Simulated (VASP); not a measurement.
# AlNi (P4/mmm) in VASP: a series of runs

AlNi is run at these levels: PBE; tasks: single point.

All numbers are computed with VASP 6.6.1; they aren't measurements. Logs are shortened: lines on timing, memory, paths and dates and some standing lists are left out, and cuts for length are marked.

**1. The cell of the first run**

The structure is tetragonal, space group P4/mmm (No. 123). The conventional cell has a = 2.881 Å, b = 2.881 Å, c = 2.996 Å, α = 90.00°, β = 90.00°, γ = 90.00°. Al (site symmetry 4/mmm) has 8 Ni at 2.53 Å and 6 Al at 2.88 to 3.00 Å within 3.3 Å. Within 3.3 Å of Ni (site symmetry 4/mmm) lie 8 Al at 2.53 Å and 6 Ni at 2.88 to 3.00 Å.

**2. Single point, PBE (strain +0.000 along x and y, +0.040 along z)**

File INCAR:

```
SYSTEM = AlNi
ALGO = Normal ; EDIFF = 1E-6
ENCUT = 520 ; GGA = PE
ISIF = 2 ; ISMEAR = 0
LASPH = .TRUE. ; LCHARG = .FALSE.
LREAL = .FALSE. ; LWAVE = .FALSE.
NBANDS = 14 ; NELM = 60
PREC = Accurate ; SIGMA = 0.15
```

File KPOINTS:

```
k-points
0
G
  16 16 16
  0 0 0
```

File POSCAR:

```
AlNi
1.0
    2.8810000000      0.0000000000      0.0000000000
    0.0000000000      2.8810000000      0.0000000000
    0.0000000000      0.0000000000      2.9962400000
Al Ni
1 1
Direct
    0.0000000000      0.0000000000      0.0000000000
    0.5000000000      0.5000000000      0.5000000000
```

Potentials or basis: VASP PAW PBE potentials, release 64 (Al, Ni).

Started as:

```console
$ cat potpaw_PBE.64/Al/POTCAR potpaw_PBE.64/Ni/POTCAR > POTCAR
$ mpirun -np 1 vasp_std > vasp.out
```

OUTCAR:

```text
SYSTEM = AlNi
   EDIFF = 1E-6
   ENCUT = 520
   GGA = PE
   ISIF = 2
   ISMEAR = 0
   LASPH = .TRUE.
   LREAL = .FALSE.
   NELM = 60
   PREC = Accurate

 ion  position               nearest neighbor table
   1  0.000  0.000  0.000-   2 2.53   2 2.53   2 2.53   2 2.53   2 2.53   2 2.53   2 2.53   2 2.53

   2  0.500  0.500  0.500-   1 2.53   1 2.53   1 2.53   1 2.53   1 2.53   1 2.53   1 2.53   1 2.53

  LATTYP: Found a simple tetragonal cell.
 ALAT       =     2.8810000000
 C/A-ratio  =     1.0400000000

  Lattice vectors:

 A1 = (   2.8810000000,   0.0000000000,   0.0000000000)
 A2 = (   0.0000000000,   2.8810000000,   0.0000000000)
 A3 = (   0.0000000000,   0.0000000000,   2.9962400000)

Analysis of symmetry for initial positions (statically):
=====================================================================
 Subroutine PRICEL returns:
 Original cell was already a primitive cell.

 Routine SETGRP: Setting up the symmetry group for a
 simple tetragonal supercell.

 Subroutine GETGRP returns: Found 16 space group operations
 (whereof 16 operations were pure point group operations)
 out of a pool of 16 trial point group operations.

The static configuration has the point symmetry D_4h.

Analysis of symmetry for dynamics (positions and initial velocities):
=====================================================================
 Subroutine PRICEL returns:
 Original cell was already a primitive cell.

 Routine SETGRP: Setting up the symmetry group for a
 simple tetragonal supercell.

 Subroutine GETGRP returns: Found 16 space group operations
 (whereof 16 operations were pure point group operations)
 out of a pool of 16 trial point group operations.

The dynamic configuration has the point symmetry D_4h.

 Subroutine INISYM returns: Found 16 space group operations
 (whereof 16 operations are pure point group operations),
 and found     1 'primitive' translations

----------------------------------------------------------------------------------------

                                     Primitive cell

  volume of cell :      24.8693

  direct lattice vectors                    reciprocal lattice vectors
     2.881000000  0.000000000  0.000000000     0.347101701  0.000000000  0.000000000
     0.000000000  2.881000000  0.000000000     0.000000000  0.347101701  0.000000000
     0.000000000  0.000000000  2.996240000     0.000000000  0.000000000  0.333751635

  length of vectors
     2.881000000  2.881000000  2.996240000     0.347101701  0.347101701  0.333751635

  position of ions in fractional coordinates (direct lattice)
     0.000000000  0.000000000  0.000000000
     0.500000000  0.500000000  0.500000000

  ion indices of the primitive-cell ions
   primitive index   ion index
                 1           1
                 2           2

----------------------------------------------------------------------------------------

 KPOINTS: k-points

Automatic generation of k-mesh.
 Grid dimensions read from file:
 generate k-points for:   16   16   16

 Generating k-lattice:

  Cartesian coordinates                     Fractional coordinates (reciprocal lattice)
     0.021693856  0.000000000  0.000000000     0.062500000  0.000000000  0.000000000
     0.000000000  0.021693856  0.000000000     0.000000000  0.062500000  0.000000000
     0.000000000  0.000000000  0.020859477     0.000000000  0.000000000  0.062500000

  Length of vectors
     0.021693856  0.021693856  0.020859477

  Shift w.r.t. Gamma in fractional coordinates (k-lattice)
     0.000000000  0.000000000  0.000000000

 Subroutine IBZKPT returns following result:
 ===========================================

 Found    405 irreducible k-points:

 Following reciprocal coordinates:
            Coordinates               Weight
  0.000000  0.000000  0.000000      1.000000
  0.062500  0.000000  0.000000      4.000000
  0.125000  0.000000  0.000000      4.000000
  0.187500  0.000000  0.000000      4.000000
  0.250000  0.000000  0.000000      4.000000
  0.312500  0.000000  0.000000      4.000000
[... 16 lines left out ...]
  0.437500  0.125000  0.000000      8.000000
  0.500000  0.125000  0.000000      4.000000
 [... further k-points ...]
   k-points           NKPTS =    405   k-points in BZ     NKDIM =    405   number of bands    NBANDS=     14
   number of dos      NEDOS =    301   number of ions     NIONS =      2
   total plane-waves  NPLWV =  13824
   dimension x,y,z NGX =    24 NGY =   24 NGZ =   24
   dimension x,y,z NGXF=    48 NGYF=   48 NGZF=   48
   ions per type =               1   1
   NGX,Y,Z   is equivalent  to a cutoff of  13.85, 13.85, 13.32 a.u.
   NGXF,Y,Z  is equivalent  to a cutoff of  27.70, 27.70, 26.63 a.u.
 SYSTEM =  AlNi
   PREC   = accura    normal or accurate (medium, high low for compatibility)
   ISTART =      0    job   : 0-new  1-cont  2-samecut
   ICHARG =      2    charge: 1-file 2-atom 10-const
   ISPIN  =      1    spin polarized calculation?
   LNONCOLLINEAR =      F non collinear calculations
   LSORBIT =      F    spin-orbit coupling
   LASPH  =      T    aspherical Exc in radial PAW
   ENCUT  =  520.0 eV  38.22 Ry    6.18 a.u.   5.36  5.36  5.57*2*pi/ulx,y,z
   NELM   =     60;   NELMIN=  2; NELMDL= -5     # of ELM steps
   EDIFF  = 0.1E-05   stopping-criterion for ELM
   LREAL  =      F    real-space projection
   EDIFFG = 0.1E-04   stopping-criterion for IOM
   NSW    =      0    number of steps for IOM
   IBRION =     -1    ionic relax: 0-MD 1-quasi-New 2-CG
   NFREE  =      0    steps in history (QN), initial steepest desc. (CG)
   ISIF   =      2    stress and relaxation
   ISYM   =      2    0-nonsym 1-usesym 2-fastsym
   POTIM  = 0.5000    time-step for ionic-motion
   TEBEG  =    0.0;   TEEND  =   0.0 temperature during run
   PSTRESS=    0.0 pullay stress
   NELECT =      13.0000    total number of electrons
   NUPDOWN=      -1.0000    fix difference up-down
   EMIN   =  10.00;   EMAX   =-10.00  energy-range for DOS
   EFERMI =   0.00;   METHOD = LEGACY
   ISMEAR =     0;   SIGMA  =   0.15  broadening in eV -4-tet -1-fermi 0-gaus
   EFERMI_NEDOS =   21; number of points for ismear=-14 and -15
   IALGO  =     38    algorithm
   IMIX   =      4    mixing-type and parameters
     AMIX     =   0.40;   BMIX     =  1.00
     AMIX_MAG =   1.60;   BMIX_MAG =  1.00
  volume/ion in A,a.u.               =      12.43        83.91
  Fermi-wavevector in a.u.,A,eV,Ry     =   1.318768  2.492109 23.662542  1.739148
  Thomas-Fermi vector in A             =   2.448714
   LORBIT       =      0    0 simple, 1 ext, 2 COOP (PROOUT), +10 PAW based schemes
   GGA     = PE    functional components
   LHFCALC =     F    Hartree Fock is set to
   AEXX    =    0.0000 exact exchange contribution
   IVDW    =     0    specifies the selected vdW correction
   LEPSILON=     F    determine dielectric tensor
   LRPA    =     F    only Hartree local field effects (RPA)
 non-spin polarized calculation
 Gauss-broadening in eV      SIGMA  =   0.15
  energy-cutoff  :      520.00
  volume of cell :       24.87
 maximum number of plane-waves:       689
 NGX is ok and might be reduce to    24
   NGX = 11   NGY = 11   NGZ = 11

 number of electron      13.0000001 magnetization

 Free energy of the ion-electron system (eV)
  ---------------------------------------------------
  ext. energy  EPLUGINS =         0.00000000
  ---------------------------------------------------
  free energy    TOTEN  =       -10.53039737 eV

  energy without entropy =      -10.52075436  energy(sigma->0) =      -10.52557587

 E-fermi :   9.5160     XC(G=0): -11.8611

 val. band max:        9.5140956558   @ k =   0.2500   0.1875   0.3750
 cond. band min:       9.5174427556   @ k =   0.3750   0.2500   0.4375
 fundamental gap:      0.0033470998
 Fermi energy:         9.5159928917

 k-point     1 :       0.0000    0.0000    0.0000
  band No.  band energies     occupation
      1      -1.3391      2.00000
      2       6.4527      2.00000
      3       6.4908      2.00000
      4       8.0255      2.00000
      5       8.0255      2.00000
      6       8.1243      2.00000
      7      13.9707      0.00000
      8      15.3119      0.00000
      9      15.3119      0.00000
     10      17.2823      0.00000
     11      17.6723      0.00000
     12      22.6466      0.00000
     13      29.7204      0.00000
     14      29.7204      0.00000

 k-point     2 :       0.0625    0.0000    0.0000
  band No.  band energies     occupation
      1      -1.2673      2.00000
      2       6.4642      2.00000
      3       6.4947      2.00000
      4       7.9892      2.00000
      5       8.0290      2.00000
      6       8.0949      2.00000
      7      14.0703      0.00000
      8      14.4689      0.00000
      9      15.4044      0.00000
     10      17.3438      0.00000
     11      18.3365      0.00000
     12      22.9505      0.00000
     13      28.7701      0.00000
     14      29.7458      0.00000

 k-point     3 :       0.1250    0.0000    0.0000
  band No.  band energies     occupation
      1      -1.0525      2.00000
      2       6.4589      2.00000
      3       6.5303      2.00000
      4       7.8897      2.00000
      5       8.0134      2.00000
      6       8.0389      2.00000
      7      13.0477      0.00000
      8      14.3604      0.00000
      9      15.6756      0.00000
     10      17.3829      0.00000
     11      19.3377      0.00000
     12      23.8980      0.00000
     13      27.2093      0.00000
     14      28.2621      0.00000
[... 324 lines left out ...]
 k-point    23 :       0.4375    0.1250    0.0000
  band No.  band energies     occupation
      1       2.2557      2.00000
      2       4.1394      2.00000
      3       6.9749      2.00000
      4       7.3015      2.00000
      5       7.4195      2.00000
      6       8.0060      2.00000
      7       9.0467      1.99999
      8      16.1614      0.00000
      9      18.0091      0.00000
     10      18.2206      0.00000
     11      20.3842      0.00000
     12      20.4285      0.00000
     13      23.8064      0.00000
     14      25.2769      0.00000

 k-point    24 :       0.5000    0.1250    0.0000
  band No.  band energies     occupation
      1       3.0687      2.00000
      2       3.2912      2.00000
      3       7.0042      2.00000
      4       7.2774      2.00000
      5       7.3964      2.00000
      6       8.0102      2.00000
      7       8.9805      2.00000
      8      16.5750      0.00000
      9      17.6551      0.00000
     10      19.0063      0.00000
     11      19.5477      0.00000
     12      20.2977      0.00000
     13      23.7244      0.00000
     14      25.3872      0.00000

 [... further k-points ...]
[... 5 lines left out ...]
  --------------------------------------------------------------------------------------
  -------------------------------------------------------------------------------------
  Total       -0.4725971     -0.4725971     -0.8393943      0.0000000      0.0000000      0.0000000
  in kB      -30.4465793    -30.4465793    -54.0771129      0.0000000      0.0000000      0.0000000
  external PRESSURE =     -38.3234238 kB  Pullay stress =       0.0000000 kB

 VOLUME and BASIS-vectors are now :
 -----------------------------------------------------------------------------
  energy-cutoff  :      520.00
  volume of cell :       24.87
      direct lattice vectors                 reciprocal lattice vectors
     2.881000000  0.000000000  0.000000000     0.347101701  0.000000000  0.000000000
     0.000000000  2.881000000  0.000000000     0.000000000  0.347101701  0.000000000
     0.000000000  0.000000000  2.996240000     0.000000000  0.000000000  0.333751635

 POSITION                                       TOTAL-FORCE (eV/Angst)
 -----------------------------------------------------------------------------------
      0.00000      0.00000      0.00000         0.000000      0.000000      0.000000
      1.44050      1.44050      1.49812         0.000000      0.000000      0.000000
 -----------------------------------------------------------------------------------
    total drift:                                0.000000      0.000000     -0.000000

  FREE ENERGIE OF THE ION-ELECTRON SYSTEM (eV)
  ---------------------------------------------------
  free  energy   TOTEN  =       -10.5303973739 eV

  energy  without entropy=      -10.5207543604  energy(sigma->0) =      -10.52557587
```

Run time: 32 s. Hardware: 1 thread of Intel Xeon 6975P-C (Granite Rapids), shared host; peak memory 0.26 GiB.

What came out:

```yaml
Free_energy: -10.5304 eV
Pressure: -3.8 GPa
```

Stress tensor (GPa, compression positive):
```
-3.04  0.00  0.00
 0.00 -3.04  0.00
 0.00  0.00 -5.41
```

Levels at points of the mesh, in eV from the Fermi level:
```
           k point  band 5  band 6  band 7  band 8  band 9  band 10
(0.00, 0.00, 0.00)   -1.49   -1.39    4.45    5.80    5.80     7.77
(0.50, 0.00, 0.00)   -2.06   -1.40   -0.53    8.19    9.05     9.92
(0.50, 0.50, 0.00)   -2.06   -2.06   -0.90    1.65    2.50    11.26
(0.00, 0.00, 0.50)   -2.06   -1.33   -0.80    8.24   10.17    10.17
(0.50, 0.00, 0.50)   -1.92   -1.89   -1.00    1.32    2.17    12.17
(0.50, 0.50, 0.50)   -0.88    1.99    2.07    2.07    3.36     4.14
```

Caveat: the cell differs from its parent crystal (strain +0.000 along x and y, +0.040 along z).

(Part 1 of 2 ends here.)
